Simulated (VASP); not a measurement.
# I (Cmce) in VASP: further runs

Aim: see how the results for I move with the level of theory and the settings. Levels: PBE0, MS2. Tasks: single point, relaxation of cell and atoms.

Everything below comes from runs of VASP 6.6.1. Logs are shortened: lines on timing, memory, paths and dates and some standing lists are left out, and cuts for length are marked.

## (1) The cell of the first run

Symmetry: Cmce, No. 64, orthorhombic system. The conventional cell has a = 7.270 Å, b = 4.790 Å, c = 9.793 Å, α = 90.00°, β = 90.00°, γ = 90.00°. Within 3.6 Å of I (site symmetry m) lie 3 I at 2.68 to 3.56 Å.

## (2) Single point, PBE0

POSCAR reads:

```
I
1.0
    3.6350350000     -2.3950200000      0.0000000000
    3.6350350000      2.3950200000      0.0000000000
    0.0000000000      0.0000000000      9.7934400000
I
4
Direct
    0.6493000000      0.3507000000      0.3844000000
    0.1493000000      0.8507000000      0.1156000000
    0.3507000000      0.6493000000      0.6156000000
    0.8507000000      0.1493000000      0.8844000000
```

INCAR.step1 reads:

```
PREC = Accurate
ENCUT = 520
EDIFF = 1E-5
ISMEAR = -1
SIGMA = 0.05
LREAL = False
LASPH = True
NELM = 60
ALGO = Normal
ISIF = 2
LWAVE = True
LCHARG = False
NBANDS = 22
GGA = PE
LUSENCCL = False
```

INCAR.step2 reads:

```
PREC = Accurate
ENCUT = 520
EDIFF = 1E-6
ISMEAR = -1
SIGMA = 0.05
LREAL = False
LASPH = True
NELM = 60
ALGO = Normal
ISIF = 2
LWAVE = False
LCHARG = False
GGA = PE
LHFCALC = True
AEXX = 0.25
PRECFOCK = Normal
NBANDS = 22
ISTART = 1
LUSENCCL = False
```

KPOINTS reads:

```
regular mesh
0
Gamma
  4 4 2
```

Potentials or basis: VASP PAW PBE potentials, release 64 (I).

Command:

```console
$ cat potpaw_PBE.64/I/POTCAR > POTCAR
$ cp INCAR.step1 INCAR
$ mpirun -np 1 vasp_std > vasp.out
$ cp INCAR.step2 INCAR
$ mpirun -np 1 vasp_std > vasp.out
```

OUTCAR:

```text
PREC = Accurate
   ENCUT = 520
   EDIFF = 1E-6
   ISMEAR = -1
   LREAL = False
   LASPH = True
   NELM = 60
   ISIF = 2
   GGA = PE
   LHFCALC = True
   AEXX = 0.25
   PRECFOCK = Normal
   ISTART = 1

 ion  position               nearest neighbor table
   1  0.649  0.351  0.384-   3 2.68   2 3.56   2 3.56
   2  0.149  0.851  0.116-   4 2.68   1 3.56   1 3.56
   3  0.351  0.649  0.616-   1 2.68   4 3.56   4 3.56
   4  0.851  0.149  0.884-   2 2.68   3 3.56   3 3.56

  LATTYP: Found a base centered orthorhombic cell.
 ALAT       =     4.7900400000
 B/A-ratio  =     1.5177472422
 C/A-ratio  =     2.0445424255

  Lattice vectors:

 A1 = (  -3.6350350000,  -2.3950200000,   0.0000000000)
 A2 = (   3.6350350000,  -2.3950200000,   0.0000000000)
 A3 = (   0.0000000000,   0.0000000000,   9.7934400000)

Analysis of symmetry for initial positions (statically):
=====================================================================
 Subroutine PRICEL returns:
 Original cell was already a primitive cell.

 Routine SETGRP: Setting up the symmetry group for a
 base centered orthorhombic supercell.

 Subroutine GETGRP returns: Found  8 space group operations
 (whereof  4 operations were pure point group operations)
 out of a pool of  8 trial point group operations.

The static configuration has the point symmetry C_2h.
 The point group associated with its full space group is D_2h.

Analysis of symmetry for dynamics (positions and initial velocities):
=====================================================================
 Subroutine PRICEL returns:
 Original cell was already a primitive cell.

 Routine SETGRP: Setting up the symmetry group for a
 base centered orthorhombic supercell.

 Subroutine GETGRP returns: Found  8 space group operations
 (whereof  4 operations were pure point group operations)
 out of a pool of  8 trial point group operations.

The dynamic configuration has the point symmetry C_2h.
 The point group associated with its full space group is D_2h.

 Subroutine INISYM returns: Found  8 space group operations
 (whereof  4 operations are pure point group operations),
 and found     1 'primitive' translations

----------------------------------------------------------------------------------------

[... 89 lines left out ...]
   IBRION =     -1    ionic relax: 0-MD 1-quasi-New 2-CG
   NFREE  =      0    steps in history (QN), initial steepest desc. (CG)
   ISIF   =      2    stress and relaxation
   ISYM   =      3    0-nonsym 1-usesym 2-fastsym
   POTIM  = 0.5000    time-step for ionic-motion
   TEBEG  =    0.0;   TEEND  =   0.0 temperature during run
   PSTRESS=    0.0 pullay stress
   NELECT =      28.0000    total number of electrons
   NUPDOWN=      -1.0000    fix difference up-down
   EMIN   =  10.00;   EMAX   =-10.00  energy-range for DOS
   EFERMI =   0.00;   METHOD = LEGACY
   ISMEAR =    -1;   SIGMA  =   0.05  broadening in eV -4-tet -1-fermi 0-gaus
   EFERMI_NEDOS =   21; number of points for ismear=-14 and -15
   IALGO  =     38    algorithm
   IMIX   =      1    mixing-type and parameters
     AMIX     =   0.40;   BMIX     =  1.00
     AMIX_MAG =   1.60;   BMIX_MAG =  1.00
  volume/ion in A,a.u.               =      42.63       287.69
  Fermi-wavevector in a.u.,A,eV,Ry     =   0.896465  1.694073 10.934307  0.803649
  Thomas-Fermi vector in A             =   2.018926
   LORBIT       =      0    0 simple, 1 ext, 2 COOP (PROOUT), +10 PAW based schemes
   GGA     = PE    functional components
   LHFCALC =     T    Hartree Fock is set to
   PRECFOCK=normal    Normal, Fast or Accurate (Low or Medium for compatibility)
   ENCUT4O =  -1.0   cutoff for four orbital integrals eV
   NKREDX  =     1    reduce k-point grid by
   NKREDY  =     1    reduce k-point grid by
   NKREDZ  =     1    reduce k-point grid by
   AEXX    =    0.2500 exact exchange contribution
   HFSCREEN=    0.0000 screening length (either q_TF or 0.3 A-1)
   HFSCREENC=   0.0000 screening length for correlation (either q_TF or 0.3 A-1)
   ENCUTFOCK=  -1.0 apply spherical cutoff to Coloumb kernel
   IVDW    =     0    specifies the selected vdW correction
   LEPSILON=     F    determine dielectric tensor
   LRPA    =     F    only Hartree local field effects (RPA)
 non-spin polarized calculation
  energy-cutoff  :      520.00
  volume of cell :      170.52
 maximum number of plane-waves:      4632
  NGX = 28; NGY = 28; NGZ = 56

 number of electron      28.0000001 magnetization

 Free energy of the ion-electron system (eV)
  ---------------------------------------------------
  ext. energy  EPLUGINS =         0.00000000
  ---------------------------------------------------
  free energy    TOTEN  =        -9.40642225 eV

  energy without entropy =       -9.40642225  energy(sigma->0) =       -9.40642225

 E-fermi :   2.6563     XC(G=0):  -6.3539

 val. band max:        1.5324157021   @ k =   0.5000   0.0000   0.5000
 cond. band min:       4.3922295645   @ k =   0.5000   0.5000   0.0000
 fundamental gap:      2.8598138624
 Fermi energy:         2.6562637730

 k-point     1 :       0.0000    0.0000    0.0000
  band No.  band energies     occupation
      1     -13.2895      2.00000
      2     -12.7683      2.00000
      3     -11.0047      2.00000
      4      -9.9121      2.00000
      5      -3.2705      2.00000
      6      -1.7494      2.00000
[... 339 lines left out ...]
     21      10.4647      0.00000
     22      10.4647      0.00000

------------------------ aborting loop because EDIFF is reached ----------------------------------------

  FORCE on cell =-STRESS in cart. coord.  units (eV):
  Direction    XX          YY          ZZ          XY          YZ          ZX
  --------------------------------------------------------------------------------------
  -------------------------------------------------------------------------------------
  Total        0.9690128      0.6328482      0.7921164      0.0000000      0.0000000      0.0000000
  in kB        9.1045208      5.9460304      7.4424616      0.0000000      0.0000000      0.0000000
  external PRESSURE =       7.4976709 kB  Pullay stress =       0.0000000 kB

 VOLUME and BASIS-vectors are now :
 -----------------------------------------------------------------------------
  energy-cutoff  :      520.00
  volume of cell :      170.52
      direct lattice vectors                 reciprocal lattice vectors
     3.635035000 -2.395020000  0.000000000     0.137550257 -0.208766524  0.000000000
     3.635035000  2.395020000  0.000000000     0.137550257  0.208766524 -0.000000000
     0.000000000  0.000000000  9.793440000    -0.000000000  0.000000000  0.102109167

 POSITION                                       TOTAL-FORCE (eV/Angst)
 -----------------------------------------------------------------------------------
      3.63503     -0.71515      3.76460         0.000000     -0.072329     -0.204127
      3.63503      1.67987      1.13212         0.000000     -0.072329      0.204127
      3.63503      0.71515      6.02884         0.000000      0.072329      0.204127
      3.63503     -1.67987      8.66132         0.000000      0.072329     -0.204127
 -----------------------------------------------------------------------------------
    total drift:                                0.000000      0.000000      0.000000

  FREE ENERGIE OF THE ION-ELECTRON SYSTEM (eV)
  ---------------------------------------------------
  free  energy   TOTEN  =        -9.4064222539 eV

  energy  without entropy=       -9.4064222539  energy(sigma->0) =       -9.40642225
```

OUTCAR.step1:

```text
PREC = Accurate
   ENCUT = 520
   EDIFF = 1E-5
   ISMEAR = -1
   LREAL = False
   LASPH = True
[... 568 lines left out ...]
      3.63503      1.67987      1.13212         0.000000     -0.382449      0.738246
      3.63503      0.71515      6.02884         0.000000      0.382449      0.738246
      3.63503     -1.67987      8.66132         0.000000      0.382449     -0.738246
 -----------------------------------------------------------------------------------
    total drift:                               -0.000000     -0.000000      0.000000

  FREE ENERGIE OF THE ION-ELECTRON SYSTEM (eV)
  ---------------------------------------------------
  free  energy   TOTEN  =        -5.8832700729 eV

  energy  without entropy=       -5.8832693803  energy(sigma->0) =       -5.88326973
```

It took 14 min on 1 × NVIDIA H100 80GB with 1 thread of AMD EPYC 7R13 (Zen 3), shared host; peak memory 1.3 GiB.

What came out:

| Quantity | Value |
| --- | --- |
| Free energy | -9.4064 eV |
| Pressure | 0.7 GPa |
| Largest force | 0.217 eV/Å |
| Band gap on the k mesh | 2.86 eV (least direct gap 3.08 eV) |

Forces on the atoms (eV/Å):
```
I    0.000 -0.072 -0.204
I    0.000 -0.072  0.204
I    0.000  0.072  0.204
I    0.000  0.072 -0.204
```

Levels at points of the mesh, in eV from the valence-band top:
```tsv
k point	band 12	band 13	band 14	band 15	band 16	band 17
(0.00, 0.00, 0.00)	-0.61	-0.22	-0.15	2.94	3.90	6.87
(0.50, 0.00, 0.00)	-1.33	-0.52	-0.52	3.83	3.83	7.03
(0.50, 0.50, 0.00)	-1.45	-0.79	-0.44	2.86	3.47	6.73
(0.00, 0.00, 0.50)	-1.12	-0.18	-0.18	3.24	3.24	7.37
(0.50, 0.00, 0.50)	-0.89	0.00	0.00	3.26	3.26	7.41
(0.50, 0.50, 0.50)	-1.35	-1.17	-1.17	3.00	3.00	7.72
```

Caveat: this functional lacks dispersion, which holds the molecules together, so the pressure and a relaxed volume are unreliable; the PAW data sets were made with another functional, which shifts forces and pressure a little; spin-orbit coupling is left out, which moves the levels of the heavy elements.

## (3) Relaxation of cell and atoms, MS2

POSCAR is that of step 2.

INCAR.step1 reads:

```
METAGGA = MS2 ; ISMEAR = 0
SIGMA = 0.03 ; LWAVE = False
LCHARG = False ; NSW = 80
PREC = Accurate ; LASPH = True
LREAL = False ; ALGO = Normal
EDIFF = 1E-6 ; NELM = 120
GGA_COMPAT = False ; IBRION = 2
ISIF = 3 ; EDIFFG = -0.005
NELMIN = 4 ; ENCUT = 260
EFERMI = MIDGAP ; LMIXTAU = True
KPAR = 8 ; POTIM = 0.5
```

INCAR.step3 reads:

```
METAGGA = MS2 ; ISMEAR = 0
SIGMA = 0.03 ; LWAVE = False
LCHARG = False ; PREC = Accurate
LASPH = True ; LREAL = False
ALGO = Normal ; EDIFF = 1E-6
NELM = 120 ; GGA_COMPAT = False
ISIF = 2 ; ENCUT = 260
EFERMI = MIDGAP ; LMIXTAU = True
KPAR = 8
```

KPOINTS reads:

```
Automatic mesh
0
Gamma
  5 5 2
  0 0 0
```

Potentials or basis: VASP PAW PBE potentials, release 64 (I).

Command:

```console
$ cat potpaw_PBE.64/I/POTCAR > POTCAR
$ cp INCAR.step1 INCAR
$ cp POSCAR.step1 POSCAR
$ mpirun -np 8 vasp_std > vasp.out
$ cp CONTCAR POSCAR
$ mpirun -np 8 vasp_std > vasp.out
$ cp CONTCAR POSCAR
$ cp INCAR.step3 INCAR
$ mpirun -np 8 vasp_std > vasp.out
```

It took 8.9 min on 8 MPI ranks of AMD EPYC 7R43 (Zen 3), shared host; peak memory 0.17 GiB.

The run converged. Its results:

```yaml
Free_energy: 12.3685 eV
Relaxed_volume: 44.61 Å³/atom
Relaxed_cell: a = 4.559 Å, b = 4.559 Å, c = 9.928 Å, α = 90.00°, β = 90.00°, γ = 59.86°
Space_group_after_relaxing_to_0.1_Å: Cmce (No. 64)
Energy_gained_by_relaxing: 16.3 meV/atom
Ionic_steps: 25
Pressure_after_relaxing: 0.0 GPa
Largest_force_after_relaxing: 0.004 eV/Å
Band_gap_on_the_k_mesh: 1.41 eV (least direct gap 1.45 eV)
```

Forces on the atoms (eV/Å):
```
I    0.000  0.000  0.004
I    0.000  0.000 -0.004
I    0.000  0.000 -0.004
I    0.000  0.000  0.004
```

Step by step:
| step | energy change (eV) | largest force (eV/Å) | pressure (GPa) | volume (Å³) |
| --- | --- | --- | --- | --- |
| 1 | 0.0000 | 0.5038 | 0.88 | 170.52 |
| 2 | -0.0228 | 0.0991 | -0.11 | 173.68 |
| 3 | -0.0519 | 0.0299 | 0.09 | 174.24 |
| 4 | -0.0544 | 0.1179 | -0.15 | 176.50 |
| 5 | -0.0571 | 0.0653 | -0.04 | 176.70 |
| 6 | -0.0602 | 0.0196 | 0.05 | 178.83 |
| 7 | -0.0606 | 0.0176 | -0.07 | 179.54 |
| 8 | -0.0616 | 0.0327 | 0.01 | 178.40 |
| 9 | -0.0617 | 0.0248 | -0.05 | 178.27 |
| 10 | -0.0620 | 0.0111 | 0.03 | 177.21 |
| 11 | -0.0621 | 0.0163 | 0.00 | 177.16 |
| 12 | -0.0623 | 0.0031 | 0.04 | 177.03 |
| 13 | -0.0623 | 0.0075 | 0.00 | 177.22 |
| 14 | -0.0623 | 0.0069 | 0.01 | 177.21 |
| 15 | -0.0623 | 0.0033 | 0.02 | 177.30 |
| 16 | -0.0623 | 0.0068 | 0.01 | 177.46 |
| 17 | -0.0623 | 0.0031 | -0.01 | 177.61 |
| 18 | -0.0623 | 0.0040 | 0.00 | 177.57 |
| 19 | -0.0651 | 0.0035 | 0.02 | 177.57 |
| 20 | -0.0652 | 0.0015 | 0.01 | 177.68 |
| 21 | -0.0652 | 0.0060 | -0.01 | 178.02 |
| 22 | -0.0652 | 0.0193 | -0.05 | 178.71 |
| 23 | -0.0652 | 0.0114 | -0.03 | 178.32 |
| 24 | -0.0652 | 0.0097 | -0.02 | 178.34 |
| 25 | -0.0653 | 0.0044 | 0.00 | 178.42 |

Final structure:
```
I
1.0
     3.95080   -2.27438    0.00000
     3.95080    2.27438    0.00000
     0.00000    0.00000    9.92826
I
4
Direct
  0.65102 0.34898 0.38008
  0.15102 0.84898 0.11992
  0.34898 0.65102 0.61992
  0.84898 0.15102 0.88008
```

Levels at points of the mesh, in eV from the valence-band top:
| k point | band 10 | band 11 | band 12 | band 13 | band 14 | band 15 | band 16 | band 17 | band 18 |
| --- | --- | --- | --- | --- | --- | --- | --- | --- | --- |
| (0.00, 0.00, 0.00) | -1.27 | -1.17 | -0.49 | -0.49 | 0.00 | 1.45 | 2.49 | 5.54 | 5.62 |
| (0.00, 0.00, 0.50) | -1.51 | -0.85 | -0.85 | -0.21 | -0.21 | 1.86 | 1.86 | 5.89 | 5.89 |

Caveat: this functional lacks dispersion, which holds the molecules together, so the pressure and a relaxed volume are unreliable; the PAW data sets were made with another functional, which shifts forces and pressure a little; spin-orbit coupling is left out, which moves the levels of the heavy elements; an odd mesh through Γ misses points on the zone boundary, where band edges can lie. Zero-point motion and thermal expansion aren't in these numbers.
